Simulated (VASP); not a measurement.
# Si (P6_3/mmc) in VASP: further runs, part 2 of 2

VASP 6.6.1.

## 3. Single point, PBE+D3(BJ) (strain -0.0500 x Voigt [1, 1, 0, 0, 0, 0])

The input, INCAR:

```
SYSTEM = Si
  PREC = Accurate
  ENCUT = 520
  EDIFF = 1E-7
  ISMEAR = 0
  SIGMA = 0.15
  LREAL = .FALSE.
  LASPH = .TRUE.
  NELM = 80
  ALGO = Normal
  ISIF = 2
  LWAVE = .FALSE.
  LCHARG = .FALSE.
  GGA = PE
  IVDW = 12
  NBANDS = 11
```

The input, KPOINTS:

```
Automatic mesh
0
G
  24 24 14
  0 0 0
```

The input, POSCAR:

```
Si
1.0
    2.5051474711      0.0000000000      0.0000000000
   -1.2525737355      2.1695213502      0.0000000000
    0.0000000000      0.0000000000      4.5089914857
Si
2
Direct
    0.3333333333      0.6666666667      0.2500000000
    0.6666666667      0.3333333333      0.7500000000
```

Potentials or basis: VASP PAW PBE potentials, release 64 (Si).

On the command line:

```bash
> cat potpaw_PBE.64/Si/POTCAR > POTCAR
> mpirun -np 1 vasp_std > vasp.out
```

OUTCAR:

```text
SYSTEM = Si
   PREC = Accurate
   ENCUT = 520
   EDIFF = 1E-7
   ISMEAR = 0
   LREAL = .FALSE.
   LASPH = .TRUE.
   NELM = 80
   ISIF = 2
   GGA = PE
   IVDW = 12
 IVDW          = 12

 ion  position               nearest neighbor table
   1  0.333  0.667  0.250-   2 2.68   2 2.68   2 2.68   2 2.68   2 2.68   2 2.68
   2  0.667  0.333  0.750-   1 2.68   1 2.68   1 2.68   1 2.68   1 2.68   1 2.68

  LATTYP: Found a hexagonal cell.
 ALAT       =     2.5051474711
 C/A-ratio  =     1.7998906403

  Lattice vectors:

 A1 = (   2.5051474711,   0.0000000000,   0.0000000000)
 A2 = (  -1.2525737355,   2.1695213502,   0.0000000000)
 A3 = (   0.0000000000,   0.0000000000,   4.5089914857)

Analysis of symmetry for initial positions (statically):
=====================================================================
 Subroutine PRICEL returns:
 Original cell was already a primitive cell.

 Routine SETGRP: Setting up the symmetry group for a
 hexagonal supercell.

 Subroutine GETGRP returns: Found 24 space group operations
 (whereof 12 operations were pure point group operations)
 out of a pool of 24 trial point group operations.

The static configuration has the point symmetry D_3d.
 The point group associated with its full space group is D_6h.

Analysis of symmetry for dynamics (positions and initial velocities):
=====================================================================
 Subroutine PRICEL returns:
 Original cell was already a primitive cell.

 Routine SETGRP: Setting up the symmetry group for a
 hexagonal supercell.

 Subroutine GETGRP returns: Found 24 space group operations
 (whereof 12 operations were pure point group operations)
 out of a pool of 24 trial point group operations.

The dynamic configuration has the point symmetry D_3d.
 The point group associated with its full space group is D_6h.

 Subroutine INISYM returns: Found 24 space group operations
 (whereof 12 operations are pure point group operations),
 and found     1 'primitive' translations

----------------------------------------------------------------------------------------

                                     Primitive cell

  volume of cell :      24.5062

  direct lattice vectors                    reciprocal lattice vectors
     2.505147471  0.000000000  0.000000000     0.399178097  0.230465582  0.000000000
    -1.252573735  2.169521350  0.000000000     0.000000000  0.460931163  0.000000000
     0.000000000  0.000000000  4.508991486     0.000000000  0.000000000  0.221779084

  length of vectors
     2.505147471  2.505147471  4.508991486     0.460931163  0.460931163  0.221779084

  position of ions in fractional coordinates (direct lattice)
     0.333333333  0.666666667  0.250000000
     0.666666667  0.333333333  0.750000000

  ion indices of the primitive-cell ions
   primitive index   ion index
                 1           1
                 2           2

----------------------------------------------------------------------------------------

 KPOINTS: Automatic mesh

Automatic generation of k-mesh.
 Grid dimensions read from file:
 generate k-points for:   24   24   14

 Generating k-lattice:

  Cartesian coordinates                     Fractional coordinates (reciprocal lattice)
[... 41 lines left out ...]
 [... further k-points ...]
   k-points           NKPTS =    488   k-points in BZ     NKDIM =    488   number of bands    NBANDS=     11
   number of dos      NEDOS =    301   number of ions     NIONS =      2
   total plane-waves  NPLWV =  14400
   dimension x,y,z NGX =    20 NGY =   20 NGZ =   36
   dimension x,y,z NGXF=    40 NGYF=   40 NGZF=   72
   ions per type =               2
   NGX,Y,Z   is equivalent  to a cutoff of  13.27, 13.27, 13.27 a.u.
   NGXF,Y,Z  is equivalent  to a cutoff of  26.54, 26.54, 26.55 a.u.
 SYSTEM =  Si
   PREC   = accura    normal or accurate (medium, high low for compatibility)
   ISTART =      0    job   : 0-new  1-cont  2-samecut
   ICHARG =      2    charge: 1-file 2-atom 10-const
   ISPIN  =      1    spin polarized calculation?
   LNONCOLLINEAR =      F non collinear calculations
   LSORBIT =      F    spin-orbit coupling
   LASPH  =      T    aspherical Exc in radial PAW
   ENCUT  =  520.0 eV  38.22 Ry    6.18 a.u.   4.66  4.66  8.38*2*pi/ulx,y,z
   NELM   =     80;   NELMIN=  2; NELMDL= -5     # of ELM steps
   EDIFF  = 0.1E-06   stopping-criterion for ELM
   LREAL  =      F    real-space projection
   EDIFFG = 0.1E-05   stopping-criterion for IOM
   NSW    =      0    number of steps for IOM
   IBRION =     -1    ionic relax: 0-MD 1-quasi-New 2-CG
   NFREE  =      0    steps in history (QN), initial steepest desc. (CG)
   ISIF   =      2    stress and relaxation
   ISYM   =      2    0-nonsym 1-usesym 2-fastsym
   POTIM  = 0.5000    time-step for ionic-motion
   TEBEG  =    0.0;   TEEND  =   0.0 temperature during run
   PSTRESS=    0.0 pullay stress
   NELECT =       8.0000    total number of electrons
   NUPDOWN=      -1.0000    fix difference up-down
   EMIN   =  10.00;   EMAX   =-10.00  energy-range for DOS
   EFERMI =   0.00;   METHOD = LEGACY
   ISMEAR =     0;   SIGMA  =   0.15  broadening in eV -4-tet -1-fermi 0-gaus
   EFERMI_NEDOS =   21; number of points for ismear=-14 and -15
   IALGO  =     38    algorithm
   IMIX   =      4    mixing-type and parameters
     AMIX     =   0.40;   BMIX     =  1.00
     AMIX_MAG =   1.60;   BMIX_MAG =  1.00
  volume/ion in A,a.u.               =      12.25        82.69
  Fermi-wavevector in a.u.,A,eV,Ry     =   1.127230  2.130156 17.288214  1.270648
  Thomas-Fermi vector in A             =   2.263915
   LORBIT       =      0    0 simple, 1 ext, 2 COOP (PROOUT), +10 PAW based schemes
   GGA     = PE    functional components
   LHFCALC =     F    Hartree Fock is set to
   AEXX    =    0.0000 exact exchange contribution
   IVDW    =    12    specifies the selected vdW correction
   LEPSILON=     F    determine dielectric tensor
   LRPA    =     F    only Hartree local field effects (RPA)
 non-spin polarized calculation
 Gauss-broadening in eV      SIGMA  =   0.15
  energy-cutoff  :      520.00
  volume of cell :       24.51
 maximum number of plane-waves:       681
 NGX is ok and might be reduce to    20
   NGX =  9   NGY =  9   NGZ = 17

 number of electron       8.0000001 magnetization

 Free energy of the ion-electron system (eV)
  ---------------------------------------------------
  ext. energy  EPLUGINS =         0.00000000
  ---------------------------------------------------
  free energy    TOTEN  =        -9.58900629 eV

  energy without entropy =       -9.57999138  energy(sigma->0) =       -9.58449883

 E-fermi :  12.5155     XC(G=0): -11.8725

 val. band max:       12.5115037575   @ k =   0.2500   0.0833   0.3571
 cond. band min:      12.5172650332   @ k =   0.3333   0.2917   0.1429
 fundamental gap:      0.0057612757
 Fermi energy:        12.5154500068

 k-point     1 :       0.0000    0.0000    0.0000
  band No.  band energies     occupation
      1      -3.5872      2.00000
      2       2.9081      2.00000
      3       3.9824      2.00000
      4      22.5725      0.00000
      5      22.7651      0.00000
      6      23.9179      0.00000
      7      23.9179      0.00000
      8      24.5082      0.00000
      9      24.5082      0.00000
     10      28.3210      0.00000
     11      28.5900      0.00000
[... 309 lines left out ...]
 k-point    24 :       0.4583    0.0417    0.0000
  band No.  band energies     occupation
      1       3.3976      2.00000
      2       4.6317      2.00000
      3       9.6692      2.00000
      4      10.4862      2.00000
      5      11.1326      2.00000
      6      12.2837      1.97111
      7      16.7103      0.00000
      8      20.6718      0.00000
      9      22.0593      0.00000
     10      23.9970      0.00000
     11      25.7856      0.00000

 [... further k-points ...]

------------------------ aborting loop because EDIFF is reached ----------------------------------------

 Edisp (eV)   -1.01896

 E8    (eV) :    -0.4176

  FORCE on cell =-STRESS in cart. coord.  units (eV):
  Direction    XX          YY          ZZ          XY          YZ          ZX
  --------------------------------------------------------------------------------------
  -------------------------------------------------------------------------------------
  Total       2.42238     2.42238     1.18718     0.00000    -0.00000     0.00000
  in kB     158.37091   158.37091    77.61610     0.00000    -0.00000     0.00000
  external pressure =      131.45 kB  Pullay stress =        0.00 kB

 VOLUME and BASIS-vectors are now :
 -----------------------------------------------------------------------------
  energy-cutoff  :      520.00
  volume of cell :       24.51
      direct lattice vectors                 reciprocal lattice vectors
     2.505147471  0.000000000  0.000000000     0.399178097  0.230465582  0.000000000
    -1.252573735  2.169521350  0.000000000     0.000000000  0.460931163  0.000000000
     0.000000000  0.000000000  4.508991486     0.000000000  0.000000000  0.221779084

 POSITION                                       TOTAL-FORCE (eV/Angst)
 -----------------------------------------------------------------------------------
     -0.00000      1.44635      1.12725         0.000000      0.000000      0.000000
      1.25257      0.72317      3.38174        -0.000000      0.000000      0.000000
 -----------------------------------------------------------------------------------
    total drift:                               -0.000000      0.000000     -0.000000

  FREE ENERGIE OF THE ION-ELECTRON SYSTEM (eV)
  ---------------------------------------------------
  free  energy   TOTEN  =       -10.6079678482 eV

  energy  without entropy=      -10.5989529397  energy(sigma->0) =      -10.60346039
```

stdout:

```text
POSCAR found type information on POSCAR Si
 POSCAR found :  1 types and       2 ions
 scaLAPACK will be used
 LDA part: xc-table for (Slater+PW92), standard interpolation
 POSCAR, INCAR and KPOINTS ok, starting setup
 FFT: planning ... GRIDC
 FFT: planning ... GRID_SOFT
 FFT: planning ... GRID
 WAVECAR not read
 entering main loop
```

Run time: 40 s. Hardware: 1 thread of Intel Xeon 6975P-C (Granite Rapids), shared host; peak memory 0.23 GiB.

What came out:

* Free energy: -10.6080 eV
* Pressure: 13.1 GPa
* Band gap on the k mesh: zero (bands 4 and 5 overlap by 13.65 eV)
* Dispersion energy per atom: -0.509 eV

Stress tensor (GPa, compression positive):
```
15.84  0.00  0.00
 0.00 15.84  0.00
 0.00  0.00  7.76
```

Caveat: the cell differs from its parent crystal (strain -0.0500 x Voigt [1, 1, 0, 0, 0, 0]); the stress differs along the axes, from 8 to 16 GPa.

## 4. Single point, PBE+D3(BJ) (strain -0.0250 x Voigt [1, 1, 0, 0, 0, 0])

The input, INCAR:

```
ALGO = Normal
EDIFF = 1E-7
ENCUT = 520
GGA = PE
ISIF = 2
ISMEAR = 0
IVDW = 12
LASPH = True
LCHARG = True
LELF = True
LREAL = False
LVHAR = True
LWAVE = False
NBANDS = 11
NELM = 80
PREC = Accurate
SIGMA = 0.15
```

The input, KPOINTS:

```
k-points
0
Gamma
  24 24 14
```

The input, POSCAR:

```
Si
1.0
    2.5710724045      0.0000000000      0.0000000000
   -1.2855362023      2.2266140173      0.0000000000
    0.0000000000      0.0000000000      4.5089914857
Si
2
Direct
    0.3333333333      0.6666666667      0.2500000000
    0.6666666667      0.3333333333      0.7500000000
```

On the command line:

```bash
> cat potpaw_PBE.64/Si/POTCAR > POTCAR
> mpirun -np 1 vasp_std > vasp.out
```

It took 43 s on 1 thread of Intel Xeon 6975P-C (Granite Rapids), shared host; peak memory 0.22 GiB.

Results (log left out):

| Item | Value |
| --- | --- |
| Free energy | -10.7002 eV |
| Pressure | 5.6 GPa |
| Band gap on the k mesh | zero (bands 4 and 5 overlap by 14.25 eV) |
| Dispersion energy per atom | -0.483 eV |

Stress tensor (GPa, compression positive):
```
7.30 0.00 0.00
0.00 7.30 0.00
0.00 0.00 2.31
```

Levels at points of the mesh, in eV from the Fermi level:
| k point | band 1 | band 2 | band 3 | band 4 | band 5 | band 6 | band 7 | band 8 |
| --- | --- | --- | --- | --- | --- | --- | --- | --- |
| (0.00, 0.00, 0.00) | -15.58 | -9.03 | -8.05 | 10.38 | 10.38 | 10.51 | 10.57 | 11.29 |
| (0.50, 0.00, 0.00) | -8.55 | -8.20 | -2.32 | -1.78 | -1.60 | -0.35 | 4.52 | 6.60 |
| (0.00, 0.00, 0.50) | -13.80 | -13.80 | -0.09 | -0.09 | 11.80 | 11.80 | 11.80 | 11.80 |
| (0.50, 0.00, 0.50) | -6.98 | -6.98 | -6.31 | -6.31 | 5.89 | 5.89 | 6.04 | 6.04 |

Caveat: the cell differs from its parent crystal (strain -0.0250 x Voigt [1, 1, 0, 0, 0, 0]); the cell stands under pressure.

## 5. Overview

```csv
cell,gap on the mesh (eV),pressure (GPa)
"a = 2.439, b = 2.439, c = 4.509 Å, angles 90.0, 90.0, 120.0°, 2 atoms",none,23.4
"a = 2.505, b = 2.505, c = 4.509 Å, angles 90.0, 90.0, 120.0°, 2 atoms",none,13.1
"a = 2.571, b = 2.571, c = 4.509 Å, angles 90.0, 90.0, 120.0°, 2 atoms",none,5.6
```

Alike in all rows: task single point; level PBE+D3(BJ); potentials or basis VASP PAW PBE potentials, release 64 (Si); no spin polarisation; k mesh 24 × 24 × 14; cutoff (eV) 520; smearing gaussian 0.15 eV.

Caveats: the stress differs along the axes, from 13 to 29 GPa (at least some runs); the stress differs along the axes, from 8 to 16 GPa (at least some runs); the cell stands under pressure (at least some runs).

Total energies depend on the potentials used, so only differences within one code and one set of settings carry meaning.

The gap in the log of VASP goes by the Fermi energy; the results here count the filled bands.